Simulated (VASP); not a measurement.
# MgB2 (P6/mmm) in VASP: further runs, part 2 of 2

VASP 6.6.1. Earlier steps stand in the parts before.

### 3 Single point, r2SCAN

This run uses another cell than the first one, of 10.07 Å³/atom, 1.020 times its volume.

POSCAR reads:

```
MgB2
1.0
    3.1255967608      0.0000000000      0.0000000000
   -1.5627983804      2.7068461969      0.0000000000
    0.0000000000      0.0000000000      3.5693605797
Mg B
1 2
Direct
    0.0000000000      0.0000000000      0.0000000000
    0.6666666667      0.3333333333      0.5000000000
    0.3333333333      0.6666666667      0.5000000000
```

INCAR.step1 reads:

```
SYSTEM = MgB2
PREC     = Accurate       ! precision mode
ENCUT    = 520            ! plane-wave cutoff, eV
ISMEAR   = -1             ! smearing method
SIGMA    = 0.05           ! smearing width, eV
LREAL    = .FALSE.        ! projectors in reciprocal space
LASPH    = .TRUE.         ! aspherical terms in the spheres
NELM     = 80             ! most SCF steps
NBANDS   = 11             ! bands
GGA      = PE             ! functional
ALGO     = Normal         ! electronic algorithm
EDIFF    = 1E-4           ! SCF threshold, eV
LWAVE    = .TRUE.         ! write WAVECAR
LCHARG   = .FALSE.        ! write CHGCAR
```

INCAR.step2 reads:

```
SYSTEM = MgB2
PREC     = Accurate       ! precision mode
ENCUT    = 520            ! plane-wave cutoff, eV
EDIFF    = 1E-6           ! SCF threshold, eV
ISMEAR   = -1             ! smearing method
SIGMA    = 0.05           ! smearing width, eV
LREAL    = .FALSE.        ! projectors in reciprocal space
LASPH    = .TRUE.         ! aspherical terms in the spheres
NELM     = 80             ! most SCF steps
ALGO     = Normal         ! electronic algorithm
ISIF     = 2              ! what is computed and relaxed
LWAVE    = .FALSE.        ! write WAVECAR
LCHARG   = .FALSE.        ! write CHGCAR
METAGGA  = R2SCAN         ! meta-GGA
LMIXTAU  = .TRUE.       
NBANDS   = 11             ! bands
ISTART   = 1
```

KPOINTS reads:

```
Automatic mesh
0
G
  10 10 8
  0 0 0
```

Potentials or basis: VASP PAW PBE potentials, release 64 (Mg, B).

The run is started by

```
$ cat potpaw_PBE.64/Mg/POTCAR potpaw_PBE.64/B/POTCAR > POTCAR
$ cp INCAR.step1 INCAR
$ mpirun -np 1 vasp_std > vasp.out
$ cp INCAR.step2 INCAR
$ mpirun -np 1 vasp_std > vasp.out
```

Wall time 32 s (1 thread of Intel Xeon 6975P-C (Granite Rapids), shared host); peak memory 0.16 GiB.

The run converged. Its results:

```yaml
Free_energy: -19.3632 eV
Pressure: -8.0 GPa
Band_gap_on_the_k_mesh: zero (band 4 reaches 6.18 eV, above the bottom of band 5 at 3.69 eV)
```

Stress tensor (GPa, compression positive):
```
-8.60  0.00  0.00
 0.00 -8.60  0.00
 0.00  0.00 -6.65
```

Levels at points of the mesh, in eV from the Fermi level:
```csv
k point,band 1,band 2,band 3,band 4,band 5,band 6,band 7,band 8
"(0.00, 0.00, 0.00)",-13.01,-3.08,0.32,0.32,1.81,6.41,6.41,8.00
"(0.50, 0.00, 0.00)",-9.10,-8.15,-2.31,0.18,3.16,3.97,5.53,7.45
"(0.00, 0.00, 0.50)",-11.79,-7.59,0.70,0.70,6.75,6.75,8.30,9.72
"(0.50, 0.00, 0.50)",-8.13,-7.26,-3.69,-2.01,-1.25,5.72,9.20,9.25
```

Caveat: the PAW data sets were made with another functional, which shifts forces and pressure a little.

### 4 Single point, PBEsol

This run uses another cell than the first one, of 9.68 Å³/atom, 0.980 times its volume.

INCAR reads:

```
PREC = Accurate
ENCUT = 520
EDIFF = 1E-7
ISMEAR = -1
SIGMA = 0.05
LREAL = F
LASPH = T
NELM = 100
ALGO = Normal
ISIF = 2
LWAVE = F
LCHARG = T
GGA = PS
LELF = T
LVHAR = T
NBANDS = 11
```

KPOINTS reads:

```
regular mesh
0
Gamma
  8 8 6
```

POSCAR reads:

```
MgB2
1.0
    3.0850000000      0.0000000000      0.0000000000
   -1.5425000000      2.6716883707      0.0000000000
    0.0000000000      0.0000000000      3.5230000000
Mg B
1 2
Direct
    0.0000000000      0.0000000000      0.0000000000
    0.6666666667      0.3333333333      0.5000000000
    0.3333333333      0.6666666667      0.5000000000
```

The run is started by

```
$ cat potpaw_PBE.64/Mg/POTCAR potpaw_PBE.64/B/POTCAR > POTCAR
$ mpirun -np 1 vasp_std > vasp.out
```

Run time: 6.4 s. Hardware: 1 thread of Intel Xeon Platinum 8488C (Sapphire Rapids), shared host; peak memory 0.15 GiB.

Results (log left out):

| Item | Value |
| --- | --- |
| Free energy | -16.2117 eV |
| Pressure | -3.0 GPa |
| Band gap on the k mesh | zero (band 4 reaches 6.31 eV, above the bottom of band 5 at 3.74 eV) |

Stress tensor (GPa, compression positive):
```
-2.66  0.00  0.00
 0.00 -2.66  0.00
 0.00  0.00 -3.74
```

Levels at points of the mesh, in eV from the Fermi level:
| k point | band 2 | band 3 | band 4 | band 5 | band 6 | band 7 |
| --- | --- | --- | --- | --- | --- | --- |
| (0.00, 0.00, 0.00) | -2.93 | 0.38 | 0.38 | 1.63 | 6.28 | 6.28 |
| (0.50, 0.00, 0.00) | -7.83 | -2.16 | 0.22 | 3.07 | 3.84 | 5.30 |
| (0.00, 0.00, 0.50) | -7.44 | 0.76 | 0.76 | 6.61 | 6.61 | 7.95 |
| (0.50, 0.00, 0.50) | -6.92 | -3.57 | -1.87 | -1.31 | 5.68 | 8.73 |

Caveat: the PAW data sets were made with another functional, which shifts forces and pressure a little.

### 5 Single point, PBE

This run uses another cell than the first one, of 9.10 Å³/atom, 0.922 times its volume.

INCAR reads:

```
SYSTEM = MgB2
PREC     = Accurate       ! precision mode
ENCUT    = 520            ! plane-wave cutoff, eV
EDIFF    = 1E-6           ! SCF threshold, eV
ISMEAR   = -1             ! smearing method
SIGMA    = 0.05           ! smearing width, eV
LREAL    = .FALSE.        ! projectors in reciprocal space
LASPH    = .TRUE.         ! aspherical terms in the spheres
NELM     = 100            ! most SCF steps
ALGO     = Normal         ! electronic algorithm
ISIF     = 2              ! what is computed and relaxed
LWAVE    = .FALSE.        ! write WAVECAR
LCHARG   = .FALSE.        ! write CHGCAR
GGA      = PE             ! functional
NBANDS   = 11             ! bands
```

KPOINTS reads:

```
regular mesh
0
G
  10 10 8
  0 0 0
```

POSCAR reads:

```
MgB2
1.0
    3.0220231454      0.0000000000      0.0000000000
   -1.5110115727      2.6171488148      0.0000000000
    0.0000000000      0.0000000000      3.4510818610
Mg B
1 2
Direct
    0.0000000000      0.0000000000      0.0000000000
    0.6666666667      0.3333333333      0.5000000000
    0.3333333333      0.6666666667      0.5000000000
```

The run is started by

```
$ cat potpaw_PBE.64/Mg/POTCAR potpaw_PBE.64/B/POTCAR > POTCAR
$ mpirun -np 1 vasp_std > vasp.out
```

Run time: 8.7 s. Hardware: 1 thread of Intel Xeon Platinum 8488C (Sapphire Rapids), shared host; peak memory 0.15 GiB.

Results (log left out):

| Item | Value |
| --- | --- |
| Free energy | -15.2820 eV |
| Pressure | 9.1 GPa |
| Band gap on the k mesh | zero (band 4 reaches 6.86 eV, above the bottom of band 5 at 4.30 eV) |

Stress tensor (GPa, compression positive):
```
10.49  0.00  0.00
 0.00 10.49  0.00
 0.00  0.00  6.47
```

Levels at points of the mesh, in eV from the Fermi level:
```csv
k point,band 2,band 3,band 4,band 5,band 6,band 7
"(0.00, 0.00, 0.00)",-3.11,0.36,0.36,1.76,6.53,6.53
"(0.50, 0.00, 0.00)",-8.13,-2.29,0.14,3.18,3.98,5.58
"(0.00, 0.00, 0.50)",-7.77,0.77,0.77,6.83,6.83,8.28
"(0.50, 0.00, 0.50)",-7.18,-3.78,-2.00,-1.38,6.08,9.25
```

### 6 Single point, PBE

This run uses another cell than the first one, of 9.29 Å³/atom, 0.941 times its volume.

INCAR reads:

```
PREC = Accurate ; ENCUT = 520
EDIFF = 1E-6 ; ISMEAR = -1
SIGMA = 0.05 ; LREAL = F
LASPH = T ; NELM = 60
ALGO = Normal ; ISIF = 2
LWAVE = F ; LCHARG = F
GGA = PE ; NBANDS = 11
```

KPOINTS reads:

```
regular mesh
0
Gamma
  10 10 8
```

POSCAR reads:

```
MgB2
1.0
    3.0433056997      0.0000000000      0.0000000000
   -1.5216528499      2.6355800475      0.0000000000
    0.0000000000      0.0000000000      3.4753860551
Mg B
1 2
Direct
    0.0000000000      0.0000000000      0.0000000000
    0.6666666667      0.3333333333      0.5000000000
    0.3333333333      0.6666666667      0.5000000000
```

Potentials or basis: VASP PAW PBE potentials, release 64 (Mg, B).

The run is started by

```
$ cat potpaw_PBE.64/Mg/POTCAR potpaw_PBE.64/B/POTCAR > POTCAR
$ mpirun -np 1 vasp_std > vasp.out
```

Run time: 8.7 s. Hardware: 1 thread of Intel Xeon Platinum 8488C (Sapphire Rapids), shared host; peak memory 0.15 GiB.

It converged, with:

| Item | Value |
| --- | --- |
| Free energy | -15.3085 eV |
| Pressure | 5.4 GPa |
| Band gap on the k mesh | zero (band 4 reaches 6.70 eV, above the bottom of band 5 at 4.17 eV) |

Stress tensor (GPa, compression positive):
```
6.27 0.00 0.00
0.00 6.27 0.00
0.00 0.00 3.61
```

Levels at points of the mesh, in eV from the Fermi level:
```csv
k point,band 1,band 2,band 3,band 4,band 5,band 6,band 7,band 8,band 9
"(0.00, 0.00, 0.00)",-12.70,-3.06,0.35,0.35,1.71,6.44,6.44,8.48,10.25
"(0.50, 0.00, 0.00)",-8.70,-8.04,-2.26,0.15,3.13,3.93,5.47,7.43,12.95
"(0.00, 0.00, 0.50)",-11.37,-7.67,0.75,0.75,6.75,6.75,8.15,10.26,10.41
"(0.50, 0.00, 0.50)",-7.68,-7.10,-3.72,-1.97,-1.37,5.93,9.08,9.11,13.43
```

### 7 Overview

| level | cell | k mesh | gap on the mesh (eV) | pressure (GPa) |
| --- | --- | --- | --- | --- |
| r2SCAN | a = 3.105, b = 3.105, c = 3.546 Å, angles 90.0, 90.0, 120.0°, 3 atoms | 10 × 10 × 8 | none | -5.4 |
| r2SCAN | a = 3.126, b = 3.126, c = 3.569 Å, angles 90.0, 90.0, 120.0°, 3 atoms | 10 × 10 × 8 | none | -8.0 |
| PBEsol | a = 3.085, b = 3.085, c = 3.523 Å, angles 90.0, 90.0, 120.0°, 3 atoms | 8 × 8 × 6 | none | -3.0 |
| PBE | a = 3.022, b = 3.022, c = 3.451 Å, angles 90.0, 90.0, 120.0°, 3 atoms | 10 × 10 × 8 | none | 9.1 |
| PBE | a = 3.043, b = 3.043, c = 3.475 Å, angles 90.0, 90.0, 120.0°, 3 atoms | 10 × 10 × 8 | none | 5.4 |

Alike in all rows: task single point; potentials or basis VASP PAW PBE potentials, release 64 (Mg, B); no spin polarisation; cutoff (eV) 520; smearing fermi-dirac 0.05 eV.

Caveats: the PAW data sets were made with another functional, which shifts forces and pressure a little (some runs).

Absolute energies hang on the potentials; compare differences alone.
